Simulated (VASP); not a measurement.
# MgI2 in VASP: single point with PBE+D4

Aim: the single point of MgI2 with PBE+D4.

Everything below comes from runs of VASP 6.6.1. Logs are shortened: lines on timing, memory, paths and dates and some standing lists are left out, and cuts for length are marked.

## Step 1: The cell of the first run

The cell holds a sheet with vacuum, 3 atoms: a = 4.136 Å, b = 4.136 Å, c = 30.600 Å, α = 90.00°, β = 90.00°, γ = 120.00°.

## Step 2: Single point, PBE+D4

Contents of INCAR:

```
SYSTEM = MgI2
PREC     = Accurate       ! precision mode
ENCUT    = 520            ! plane-wave cutoff, eV
EDIFF    = 1E-6           ! SCF threshold, eV
ISMEAR   = 0              ! smearing method
SIGMA    = 0.03           ! smearing width, eV
LREAL    = .False.        ! projectors in reciprocal space
LASPH    = .True.         ! aspherical terms in the spheres
NELM     = 120            ! most SCF steps
ALGO     = Normal         ! electronic algorithm
ISIF     = 2              ! what is computed and relaxed
LWAVE    = .False.        ! write WAVECAR
LCHARG   = .False.        ! write CHGCAR
LDIPOL   = .True.       
IDIPOL   = 3            
DIPOL    = 0.5 0.5 0.284
GGA      = PE             ! functional
IVDW     = 13             ! dispersion correction
NBANDS   = 15             ! bands
GGA_COMPAT= .False.      
NELMDL   = -8
```

Contents of KPOINTS:

```
regular mesh
0
Gamma
  12 12 1
  0 0 0
```

Contents of POSCAR:

```
MgI2
1.0
    4.1362849748      0.0000000000      0.0000000000
   -2.0681424874      3.5821278654      0.0000000000
    0.0000000000      0.0000000000     30.5999999982
I Mg
2 1
Direct
    0.3333333333      0.6666666667      0.2295063932
    0.6666666667      0.3333333333      0.3391210578
    0.0000000000      0.0000000000      0.2843137255
```

Potentials or basis: VASP PAW PBE potentials, release 64 (I, Mg).

Started as:

```sh
$ cat potpaw_PBE.64/I/POTCAR potpaw_PBE.64/Mg/POTCAR > POTCAR
$ mpirun -np 1 vasp_std > vasp.out
```

OUTCAR:

```text
SYSTEM = MgI2
   PREC = Accurate
   ENCUT = 520
   EDIFF = 1E-6
   ISMEAR = 0
   LREAL = .False.
   LASPH = .True.
   NELM = 120
   ISIF = 2
   GGA = PE
   IVDW = 13
   NELMDL = -8

 ion  position               nearest neighbor table
   1  0.333  0.667  0.230-   3 2.92   3 2.92   3 2.92
   2  0.667  0.333  0.339-   3 2.92   3 2.92   3 2.92
   3  0.000  0.000  0.284-   1 2.92   2 2.92   1 2.92   2 2.92   2 2.92   1 2.92

  LATTYP: Found a hexagonal cell.
 ALAT       =     4.1362849748
 C/A-ratio  =     7.3979428846

  Lattice vectors:

 A1 = (   4.1362849748,   0.0000000000,   0.0000000000)
 A2 = (  -2.0681424874,   3.5821278654,   0.0000000000)
 A3 = (   0.0000000000,   0.0000000000,  30.5999999982)

Analysis of symmetry for initial positions (statically):
=====================================================================
 Subroutine PRICEL returns:
 Original cell was already a primitive cell.

 Routine SETGRP: Setting up the symmetry group for a
 hexagonal supercell.

 Subroutine GETGRP returns: Found 12 space group operations
 (whereof  6 operations were pure point group operations)
 out of a pool of 24 trial point group operations.

The static configuration has the point symmetry C_3v.
 The point group associated with its full space group is D_3d.

Analysis of symmetry for dynamics (positions and initial velocities):
=====================================================================
 Subroutine PRICEL returns:
 Original cell was already a primitive cell.

 Routine SETGRP: Setting up the symmetry group for a
 hexagonal supercell.

 Subroutine GETGRP returns: Found 12 space group operations
 (whereof  6 operations were pure point group operations)
 out of a pool of 24 trial point group operations.

The dynamic configuration has the point symmetry C_3v.
 The point group associated with its full space group is D_3d.

 Subroutine INISYM returns: Found 12 space group operations
 (whereof  6 operations are pure point group operations),
 and found     1 'primitive' translations

----------------------------------------------------------------------------------------

                                     Primitive cell

  volume of cell :     453.3911

  direct lattice vectors                    reciprocal lattice vectors
     4.136284975  0.000000000  0.000000000     0.241762839  0.139581840  0.000000000
    -2.068142487  3.582127865  0.000000000     0.000000000  0.279163681  0.000000000
     0.000000000  0.000000000 30.599999998     0.000000000  0.000000000  0.032679739

  length of vectors
     4.136284975  4.136284975 30.599999998     0.279163681  0.279163681  0.032679739

  position of ions in fractional coordinates (direct lattice)
     0.333333333  0.666666667  0.229506393
     0.666666667  0.333333333  0.339121058
     0.000000000  0.000000000  0.284313725

  ion indices of the primitive-cell ions
   primitive index   ion index
                 1           1
                 2           2
                 3           3

----------------------------------------------------------------------------------------

 KPOINTS: regular mesh

Automatic generation of k-mesh.
 Grid dimensions read from file:
 generate k-points for:   12   12    1

 Generating k-lattice:

  Cartesian coordinates                     Fractional coordinates (reciprocal lattice)
     0.020146903  0.011631820  0.000000000     0.083333333  0.000000000  0.000000000
     0.000000000  0.023263640  0.000000000     0.000000000  0.083333333  0.000000000
     0.000000000  0.000000000  0.032679739     0.000000000  0.000000000  1.000000000

  Length of vectors
     0.023263640  0.023263640  0.032679739

  Shift w.r.t. Gamma in fractional coordinates (k-lattice)
     0.000000000  0.000000000  0.000000000

 Subroutine IBZKPT returns following result:
 ===========================================

 Found     19 irreducible k-points:

 Following reciprocal coordinates:
            Coordinates               Weight
  0.000000  0.000000  0.000000      1.000000
  0.083333  0.000000  0.000000      6.000000
  0.166667  0.000000  0.000000      6.000000
  0.250000 -0.000000  0.000000      6.000000
  0.333333 -0.000000  0.000000      6.000000
  0.416667 -0.000000  0.000000      6.000000
[... 11 lines left out ...]
  0.333333  0.250000  0.000000     12.000000
  0.333333  0.333333  0.000000      2.000000
   k-points           NKPTS =     19   k-points in BZ     NKDIM =     19   number of bands    NBANDS=     15
   number of dos      NEDOS =    301   number of ions     NIONS =      3
   total plane-waves  NPLWV = 245760
   dimension x,y,z NGX =    32 NGY =   32 NGZ =  240
   dimension x,y,z NGXF=    64 NGYF=   64 NGZF=  480
   ions per type =               2   1
   NGX,Y,Z   is equivalent  to a cutoff of  12.86, 12.86, 13.04 a.u.
   NGXF,Y,Z  is equivalent  to a cutoff of  25.72, 25.72, 26.08 a.u.
 SYSTEM =  MgI2
   PREC   = accura    normal or accurate (medium, high low for compatibility)
   ISTART =      0    job   : 0-new  1-cont  2-samecut
   ICHARG =      2    charge: 1-file 2-atom 10-const
   ISPIN  =      1    spin polarized calculation?
   LNONCOLLINEAR =      F non collinear calculations
   LSORBIT =      F    spin-orbit coupling
   LASPH  =      T    aspherical Exc in radial PAW
   ENCUT  =  520.0 eV  38.22 Ry    6.18 a.u.   7.69  7.69 56.90*2*pi/ulx,y,z
   NELM   =    120;   NELMIN=  2; NELMDL= -8     # of ELM steps
   EDIFF  = 0.1E-05   stopping-criterion for ELM
   LREAL  =      F    real-space projection
   EDIFFG = 0.1E-04   stopping-criterion for IOM
   NSW    =      0    number of steps for IOM
   IBRION =     -1    ionic relax: 0-MD 1-quasi-New 2-CG
   NFREE  =      0    steps in history (QN), initial steepest desc. (CG)
   ISIF   =      2    stress and relaxation
   ISYM   =      2    0-nonsym 1-usesym 2-fastsym
   POTIM  = 0.5000    time-step for ionic-motion
   TEBEG  =    0.0;   TEEND  =   0.0 temperature during run
   PSTRESS=    0.0 pullay stress
   NELECT =      16.0000    total number of electrons
   NUPDOWN=      -1.0000    fix difference up-down
   EMIN   =  10.00;   EMAX   =-10.00  energy-range for DOS
   EFERMI =   0.00;   METHOD = LEGACY
   ISMEAR =     0;   SIGMA  =   0.03  broadening in eV -4-tet -1-fermi 0-gaus
   EFERMI_NEDOS =   21; number of points for ismear=-14 and -15
   IALGO  =     38    algorithm
   IMIX   =      4    mixing-type and parameters
     AMIX     =   0.40;   BMIX     =  1.00
     AMIX_MAG =   1.60;   BMIX_MAG =  1.00
  volume/ion in A,a.u.               =     151.13      1019.88
  Fermi-wavevector in a.u.,A,eV,Ry     =   0.536979  1.014743  3.923189  0.288346
  Thomas-Fermi vector in A             =   1.562545
   LORBIT       =      0    0 simple, 1 ext, 2 COOP (PROOUT), +10 PAW based schemes
   GGA     = PE    functional components
   LHFCALC =     F    Hartree Fock is set to
   AEXX    =    0.0000 exact exchange contribution
   IVDW    =    13    specifies the selected vdW correction
   LEPSILON=     F    determine dielectric tensor
   LRPA    =     F    only Hartree local field effects (RPA)
 non-spin polarized calculation
 Gauss-broadening in eV      SIGMA  =   0.03
  energy-cutoff  :      520.00
  volume of cell :      453.39
 maximum number of plane-waves:     12287
 NGX is ok and might be reduce to    32
   NGX = 15   NGY = 15   NGZ =113

 dipolmoment           0.000000      0.000000     -0.000001 electrons x Angstroem

 number of electron      16.0000001 magnetization

 dipolmoment           0.000000      0.000000      0.000003 electrons x Angstroem

 Free energy of the ion-electron system (eV)
  ---------------------------------------------------
  ext. energy  EPLUGINS =         0.00000000
  ---------------------------------------------------
  free energy    TOTEN  =        -7.72270394 eV

  energy without entropy =       -7.72270394  energy(sigma->0) =       -7.72270394

 E-fermi :  -4.2906     XC(G=0):  -2.1763

 val. band max:       -4.4147201057   @ k =   0.0000   0.0000   0.0000
 cond. band min:      -0.7823709718   @ k =   0.5000  -0.0000   0.0000
 fundamental gap:      3.6323491340
 Fermi energy:        -4.2905851129

 k-point     1 :       0.0000    0.0000    0.0000
  band No.  band energies     occupation
      1     -16.3299      2.00000
      2     -15.8019      2.00000
      3      -7.4714      2.00000
      4      -5.1353      2.00000
      5      -4.6898      2.00000
      6      -4.6898      2.00000
      7      -4.4147      2.00000
      8      -4.4147      2.00000
      9      -0.3354      0.00000
     10       0.5183      0.00000
     11       1.5422      0.00000
     12       1.6039      0.00000
     13       2.0156      0.00000
     14       2.2924      0.00000
     15       2.3305      0.00000

 k-point     2 :       0.0833    0.0000    0.0000
  band No.  band energies     occupation
      1     -16.2941      2.00000
      2     -15.7792      2.00000
      3      -7.4376      2.00000
      4      -5.2087      2.00000
      5      -4.9053      2.00000
      6      -4.7809      2.00000
      7      -4.6593      2.00000
      8      -4.4308      2.00000
      9      -0.0790      0.00000
     10       0.8161      0.00000
     11       1.5722      0.00000
     12       1.5847      0.00000
     13       2.0423      0.00000
     14       2.2866      0.00000
     15       2.3578      0.00000
[... 275 lines left out ...]
      3      -7.6513      2.00000
      4      -7.0098      2.00000
      5      -6.6705      2.00000
      6      -6.1567      2.00000
      7      -5.3449      2.00000
      8      -5.0935      2.00000
      9      -0.0041      0.00000
     10       1.8193      0.00000
     11       2.1575      0.00000
     12       2.8720      0.00000
     13       3.2810      0.00000
     14       3.9548      0.00000
     15       3.9790      0.00000

 k-point    19 :       0.3333    0.3333    0.0000
  band No.  band energies     occupation
      1     -15.5095      2.00000
      2     -15.5095      2.00000
      3      -7.5754      2.00000
      4      -6.8863      2.00000
      5      -6.8863      2.00000
      6      -6.3920      2.00000
      7      -5.2172      2.00000
      8      -5.2172      2.00000
      9       0.0096      0.00000
     10       1.9937      0.00000
     11       1.9937      0.00000
     12       3.6065      0.00000
     13       3.6161      0.00000
     14       3.9888      0.00000
     15       3.9888      0.00000

------------------------ aborting loop because EDIFF is reached ----------------------------------------

 vacuum level on the upper side and lower side of the slab       (xc-potential included)        -0.006        -0.006

  DFT-D4 for vdW energy calculation

  Edisp (eV):   -0.68574

  FORCE on cell =-STRESS in cart. coord.  units (eV):
  Direction    XX          YY          ZZ          XY          YZ          ZX
  --------------------------------------------------------------------------------------
  -------------------------------------------------------------------------------------
  Total      -0.04511    -0.04511    -0.03653     0.00000     0.00000     0.00000
  in kB      -0.15941    -0.15941    -0.12909     0.00000     0.00000     0.00000
  external pressure =       -0.15 kB  Pullay stress =        0.00 kB

 VOLUME and BASIS-vectors are now :
 -----------------------------------------------------------------------------
  energy-cutoff  :      520.00
  volume of cell :      453.39
      direct lattice vectors                 reciprocal lattice vectors
     4.136284975  0.000000000  0.000000000     0.241762839  0.139581840  0.000000000
    -2.068142487  3.582127865  0.000000000     0.000000000  0.279163681  0.000000000
     0.000000000  0.000000000 30.599999998     0.000000000  0.000000000  0.032679739

 POSITION                                       TOTAL-FORCE (eV/Angst)
 -----------------------------------------------------------------------------------
     -0.00000      2.38809      7.02290         0.000000     -0.000000      0.011955
      2.06814      1.19404     10.37710        -0.000000      0.000000     -0.011955
      0.00000      0.00000      8.70000        -0.000000      0.000000     -0.000000
 -----------------------------------------------------------------------------------
    total drift:                                0.000000     -0.000000      0.000016

  FREE ENERGIE OF THE ION-ELECTRON SYSTEM (eV)
  ---------------------------------------------------
  free  energy   TOTEN  =        -8.4084445020 eV

  energy  without entropy=       -8.4084445020  energy(sigma->0) =       -8.40844450

 vacuum level on the upper side and lower side of the slab         1.935         1.935
```

Run time: 7.5 min. Hardware: 1 thread of AMD EPYC 7R43 (Zen 3), shared host; peak memory 0.52 GiB.

What came out:

| Property | Result |
| --- | --- |
| Free energy | -8.4084 eV |
| Largest force | 0.012 eV/Å |
| Band gap on the k mesh | 3.63 eV (least direct gap 4.08 eV) |
| Dispersion energy per atom | -0.229 eV |

Forces on the atoms (eV/Å):
```
I    0.000  0.000  0.012
I    0.000  0.000 -0.012
Mg   0.000  0.000  0.000
```

Levels at points of the mesh, in eV from the valence-band top:
| k point | band 5 | band 6 | band 7 | band 8 | band 9 | band 10 | band 11 | band 12 |
| --- | --- | --- | --- | --- | --- | --- | --- | --- |
| (0.00, 0.00, 0.00) | -0.28 | -0.28 | 0.00 | 0.00 | 4.08 | 4.93 | 5.96 | 6.02 |
| (0.50, 0.00, 0.00) | -1.41 | -1.18 | -0.75 | -0.47 | 3.63 | 5.45 | 5.62 | 6.53 |

Caveat: spin-orbit coupling is left out, which moves the levels of the heavy elements.
